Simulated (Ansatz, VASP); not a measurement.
WS in VASP and in Ansatz

File POSCAR:

```
WS
1.0
    0.0000000000      2.5356383981      2.5356383981
    2.5356383981      0.0000000000      2.5356383981
    2.5356383981      2.5356383981      0.0000000000
W S
1 1
Direct
    0.0000000000      0.0000000000      0.0000000000
    0.2500000000      0.2500000000      0.2500000000
```

Contents of INCAR.step1:

```
SYSTEM = WS
PREC = Accurate ; ENCUT = 600
ISMEAR = 0 ; SIGMA = 0.1
LREAL = .False. ; LASPH = .True.
NELM = 150 ; ISPIN = 2
MAGMOM = 0.87 0 ; LMAXMIX = 4
LDAU = .True. ; LDAUTYPE = 2
LDAUL = 2 -1 ; LDAUU = 6.2 0
LDAUJ = 0 0 ; GGA = PE
ALGO = Normal ; EDIFF = 1E-4
LWAVE = .True. ; LCHARG = .False.
```

Contents of INCAR.step2:

```
SYSTEM = WS
PREC = Accurate ; ENCUT = 600
EDIFF = 1E-6 ; ISMEAR = 0
SIGMA = 0.1 ; LREAL = .False.
LASPH = .True. ; NELM = 150
ALGO = Normal ; ISIF = 3
LWAVE = .False. ; LCHARG = .False.
ISPIN = 2 ; MAGMOM = 0.87 0
LORBIT = 11 ; LMAXMIX = 4
LDAU = .True. ; LDAUTYPE = 2
LDAUL = 2 -1 ; LDAUU = 6.2 0
LDAUJ = 0 0 ; LDAUPRINT = 1
METAGGA = R2SCAN ; LMIXTAU = .True.
IBRION = 2 ; NSW = 100
EDIFFG = -0.05 ; ISTART = 1
```

Contents of KPOINTS:

```
regular mesh
0
Gamma
  6 6 6
  0 0 0
```

Input for Ansatz:

```yaml
crystal:
  lattice:
    - [0.0, 2.5356383981, 2.5356383981]
    - [2.5356383981, 0.0, 2.5356383981]
    - [2.5356383981, 2.5356383981, 0.0]
  atoms:
    - { symbol: W, position: [0.0, 0.0, 0.0], spin: 0.87 }
    - { symbol: S, position: [0.25, 0.25, 0.25] }
basis:
  ecutwfc: 500
kpoints:
  mp_grid: { grid: [6, 6, 6] }
hamiltonian:
  xc: r2scan
  hubbard: { sites: [{ species: W, l: d, u_eff: 6.2 }] }
scf:
  occupations: { method: gaussian, width: 0.1 }
output:
  forces: true
  stress: true
  eigenvalues: true
  populations: true
magnetization:
  spin_polarized: true
relax:
  adjacent_minimum: "off"
  f_tol: 0.05
  max_steps: 80
  cell: { stress_tol: 0.5 }
```

Alike in both runs: task relaxation of cell and atoms; functional r2SCAN; k mesh 6 × 6 × 6; occupations gaussian, width 0.1 eV; collinear spin; Hubbard terms W d U = 6.2 eV.

```csv
,VASP,Ansatz
version,VASP 6.6.1,Ansatz 0.2.0
potentials or method,"VASP PAW PBE potentials, release 64 (W_sv, S), cutoff 600 eV","scalar-relativistic, plane waves, PAW"
valence electrons in the cell,20,20
```

VASP gave:

| Quantity | Value |
| --- | --- |
| gap on the k mesh at the Fermi level, each at its own relaxed structure (eV) | none |
| net moment per atom (μB) | 0.73 |
| size of the moment on the site where the two differ most (μB) | 1.35 |
| relaxed volume (Å³/atom) | 20.74 |
| relaxed cell length with the largest relative difference (Å) | 3.885 |

Problem. Which values does Ansatz return?

Solution. gap on the k mesh at the Fermi level, each at its own relaxed structure (eV): none; net moment per atom (μB): 0.76; size of the moment on the site where the two differ most (μB): 0.94; relaxed volume (Å³/atom): 20.34; relaxed cell length with the largest relative difference (Å): 3.861.

VASP's potentials were made for PBE, not for r2SCAN. Site moments also hang on the region over which each program counts them. The programs project onto different local orbitals, so the same U acts differently, and such runs can settle in different states. A gap of «none» marks a metal or a gap that the smearing closes. Ansatz's warnings: filled band counts differ across k points.

Neither program's run includes spin-orbit coupling. Noted on VASP's run: the volume moved by over 15 % at a fixed basis, so the end points are rough.
